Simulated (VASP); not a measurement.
A run of VASP 6.6.1:

The input POSCAR:

```
InSb
1.0
    0.0000000000      3.0727784880      3.0727784880
    3.0727784880      0.0000000000      3.0727784880
    3.0727784880      3.0727784880      0.0000000000
In Sb
1 1
Direct
    0.0000000000      0.0000000000      0.0000000000
    0.5000000000      0.5000000000      0.5000000000
```

File INCAR.step1:

```
SYSTEM = InSb
PREC = Accurate ; ENCUT = 600
ISMEAR = -1 ; SIGMA = 0.02
LREAL = .FALSE. ; LASPH = .TRUE.
NELM = 80 ; GGA = PE
ALGO = Normal ; EDIFF = 1E-4
LWAVE = .TRUE. ; LCHARG = .FALSE.
```

The input INCAR.step2:

```
SYSTEM = InSb
PREC = Accurate ; ENCUT = 600
EDIFF = 1E-6 ; ISMEAR = -1
SIGMA = 0.02 ; LREAL = .FALSE.
LASPH = .TRUE. ; NELM = 80
ALGO = Normal ; ISIF = 3
LWAVE = .FALSE. ; LCHARG = .FALSE.
METAGGA = R2SCAN ; LMIXTAU = .TRUE.
IBRION = 2 ; NSW = 80
EDIFFG = -0.005 ; ISTART = 1
```

The input KPOINTS:

```
regular mesh
0
G
  6 6 6
  0 0 0
```

Potentials or basis: VASP PAW PBE potentials, release 64 (In_d, Sb).

Command:

```console
$ cat potpaw_PBE.64/In_d/POTCAR potpaw_PBE.64/Sb/POTCAR > POTCAR
$ cp INCAR.step1 INCAR
$ mpirun -np 1 vasp_std > vasp.out
$ cp INCAR.step2 INCAR
$ mpirun -np 1 vasp_std > vasp.out
```

Hardware: 1 thread of Intel(R) Xeon(R) 6975P-C (Granite Rapids) (shared host).

Problem. How long does it take, and how much memory?

Solution. Run time: 100 s on 1 thread of Intel(R) Xeon(R) 6975P-C (Granite Rapids), on a shared host, peak memory 0.23 GiB. Counts: k points 16, ion steps 4.
